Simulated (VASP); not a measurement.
Wanted: the native input for a VASP 6.6.1 run.

```yaml
Task: single point
Functional: PBE
Potentials_or_basis: VASP PAW PBE potentials, release 64 (Al, Cu)
Cutoff: 520 eV
k_mesh: 24 × 24 × 24
Occupations: gaussian, width 0.1 eV
Spin: no spin polarisation
Dipole_correction: no
Further_INCAR_settings: ALGO = Fast; EDIFF = 1e-06; NBANDS = 16
```

The structure of Al2Cu lies in POSCAR:

```
Al2Cu
1.0
   -1.3911270041      1.3911270041      5.6892324919
    1.3911270041     -1.3911270041      5.6892324919
    1.3911270041      1.3911270041     -5.6892324919
Al Cu
2 1
Direct
    0.6545715974      0.6545715974      0.0000000000
    0.3454284026      0.3454284026      0.0000000000
    0.0000000000      0.0000000000      0.0000000000
```

The input as run:

INCAR

```
SYSTEM = Al2Cu
ALGO = Fast ; EDIFF = 1E-6
ENCUT = 520 ; GGA = PE
ISIF = 2 ; ISMEAR = 0
LASPH = .TRUE. ; LCHARG = .TRUE.
LELF = .TRUE. ; LREAL = .FALSE.
LVHAR = .TRUE. ; LWAVE = .FALSE.
NBANDS = 16 ; NELM = 100
PREC = Accurate ; SIGMA = 0.1
```

KPOINTS

```
k-points
0
G
  24 24 24
  0 0 0
```

Potentials or basis: VASP PAW PBE potentials, release 64 (Al, Cu).

The run is started by

```sh
$ cat potpaw_PBE.64/Al/POTCAR potpaw_PBE.64/Cu/POTCAR > POTCAR
$ mpirun -np 1 vasp_std > vasp.out
```

It gave:

| Property | Result |
| --- | --- |
| Pressure | 0.4 GPa |
| Largest force | 0.020 eV/Å |
| Band gap on the k mesh | zero (an odd number of electrons rules out a gap without spin polarisation) |

It took 43 min on 1 thread of AMD EPYC 7R13 Processor (Zen 3) (shared host), peak memory 0.88 GiB.
